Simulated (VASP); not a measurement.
Rh:

```
Rh
1.0
     2.68397    0.00000    0.00000
     1.34198    2.32438    0.00000
     1.34198    0.77479    2.19145
Rh
1
Direct
  0.00000 0.00000 0.00000
```

| Quantity | Value |
| --- | --- |
| Program | VASP 6.6.1 |
| Task | relaxation of cell and atoms |
| Functional | PBEsol |
| Potentials or basis | VASP PAW PBE potentials, release 64 (Rh_pv) |
| Cutoff | 500 eV |
| k mesh | 10 × 10 × 10 |
| Occupations | gaussian, width 0.05 eV |
| Spin | no spin polarisation |

At the start: pressure -3.7 GPa; volume 13.67 Å³/atom.

Q: How do energy, volume and symmetry change on relaxing?

A: Over 3 steps the energy falls by 2.0 meV/atom and the volume is 13.50 Å³/atom (-1.3 %); space group Fm-3m (No. 225, to 0.05 Å).

Step by step:
```
step  energy change (eV)  largest force (eV/Å)  pressure (GPa)  volume (Å³)
   1              0.0000                0.0000           -3.69        13.67
   2              0.0121                0.0000           10.69        13.06
   3             -0.0020                0.0000           -0.03        13.50
```

Final structure:
```
CELL_PARAMETERS angstrom
2.67258 0.00000 0.00000
1.33629 2.31452 0.00000
1.33629 0.77151 2.18215
ATOMIC_POSITIONS crystal
Rh 0.00000 0.00000 0.00000
```

Caveat: the PAW data sets were made with another functional, which shifts forces and pressure a little.
